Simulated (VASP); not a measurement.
Wanted: the native input for a VASP 6.6.1 run.

```yaml
Task: single point
Functional: PBE
Potentials_or_basis: VASP PAW PBE potentials, release 64 (Mn_pv, As, Zn)
Cutoff: 520 eV
k_mesh: 5 × 5 × 3
Occupations: fermi-dirac, width 0.0768 eV
Spin: no spin polarisation
Dipole_correction: no
Further_INCAR_settings: ALGO = Normal; EDIFF = 1e-06; NBANDS = 32; ISYM = 0
```

The structure of Mn2ZnAs2 lies in POSCAR:

```
Mn2ZnAs2
1.0
    4.1256740000      0.0000000000      0.0000000000
   -2.0628370000      3.5729400000      0.0000000000
    0.0000000000      0.0000000000      6.6147670000
Mn As Zn
2 2 1
Direct
    0.3333000000      0.6667000000      0.3694400000
    0.6667000000      0.3333000000      0.6305600000
    0.3333000000      0.6667000000      0.7679300000
    0.6667000000      0.3333000000      0.2320700000
    0.0000000000      0.0000000000      0.0000000000
```

These files were run (other wordings do the same):

INCAR

```
PREC = Accurate ; ENCUT = 520
EDIFF = 1E-6 ; ISMEAR = -1
SIGMA = 0.0768 ; LREAL = False
LASPH = True ; NELM = 60
ALGO = Normal ; ISIF = 2
LWAVE = False ; LCHARG = False
GGA = PE ; ISYM = 0
NBANDS = 32
```

KPOINTS

```
regular mesh
0
Gamma
  5 5 3
```

Potentials or basis: VASP PAW PBE potentials, release 64 (Mn_pv, As, Zn).

The run is started by

```console
$ cat potpaw_PBE.64/Mn_pv/POTCAR potpaw_PBE.64/As/POTCAR potpaw_PBE.64/Zn/POTCAR > POTCAR
$ mpirun -np 1 vasp_std > vasp.out
```

Results of the run:

```yaml
Pressure: -16.4 GPa
Largest_force: 1.985 eV/Å
Band_gap_on_the_k_mesh: zero (band 24 reaches 4.40 eV, above the bottom of band 25 at 4.23 eV)
```

Caveat: forces of over 1 eV/Å act on the atoms, so gaps and moduli don't describe the material at rest.

Wall time 64 s on 1 thread of Intel(R) Xeon(R) Platinum 8488C (Sapphire Rapids), with other jobs on the host, peak memory 0.29 GiB.
